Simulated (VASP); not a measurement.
A run of VASP 6.6.1:

Contents of POSCAR:

```
Si3N4
1.0
   -3.2373500000      3.2373500000      3.2373500000
    3.2373500000     -3.2373500000      3.2373500000
    3.2373500000      3.2373500000     -3.2373500000
Si N
6 8
Direct
    0.2500000000      0.1250000000      0.8750000000
    0.8750000000      0.2500000000      0.1250000000
    0.7500000000      0.3750000000      0.6250000000
    0.6250000000      0.7500000000      0.3750000000
    0.1250000000      0.8750000000      0.2500000000
    0.3750000000      0.6250000000      0.7500000000
    0.5628000000      0.5628000000      0.5628000000
    0.4372000000      0.5000000000      0.0000000000
    0.5000000000      0.0000000000      0.9372000000
    0.0000000000      0.4372000000      0.5000000000
    0.9372000000      0.5000000000      0.0000000000
    0.0628000000      0.0628000000      0.0628000000
    0.0000000000      0.9372000000      0.5000000000
    0.5000000000      0.0000000000      0.4372000000
```

File INCAR.step1:

```
  PREC = Accurate
  ENCUT = 520
  ISMEAR = -1
  SIGMA = 0.01
  LREAL = F
  LASPH = T
  NELM = 80
  NBANDS = 45
  GGA = PE
  ALGO = Normal
  EDIFF = 1E-4
  LWAVE = T
  LCHARG = F
```

File INCAR.step2:

```
  PREC = Accurate
  ENCUT = 520
  EDIFF = 1E-8
  ISMEAR = -1
  SIGMA = 0.01
  LREAL = F
  LASPH = T
  NELM = 80
  ALGO = Normal
  ISIF = 2
  LWAVE = F
  LCHARG = F
  METAGGA = R2SCAN
  LMIXTAU = T
  LEFG = T
  NBANDS = 45
  ISTART = 1
```

The input KPOINTS:

```
regular mesh
0
Gamma
  6 6 6
```

Potentials or basis: VASP PAW PBE potentials, release 64 (Si, N).

The run is started by

```sh
$ cat potpaw_PBE.64/Si/POTCAR potpaw_PBE.64/N/POTCAR > POTCAR
$ cp INCAR.step1 INCAR
$ mpirun -np 1 vasp_std > vasp.out
$ cp INCAR.step2 INCAR
$ mpirun -np 1 vasp_std > vasp.out
```

Hardware: 1 thread of Intel(R) Xeon(R) Platinum 8259CL CPU @ 2.50GHz (Skylake/Cascade Lake), on a shared host.

Problem. How long does it take, and how much memory?

Solution. Wall time 9 min on 1 thread of Intel(R) Xeon(R) Platinum 8259CL CPU @ 2.50GHz (Skylake/Cascade Lake) (shared host), peak memory 0.31 GiB. Counts: k points 16.
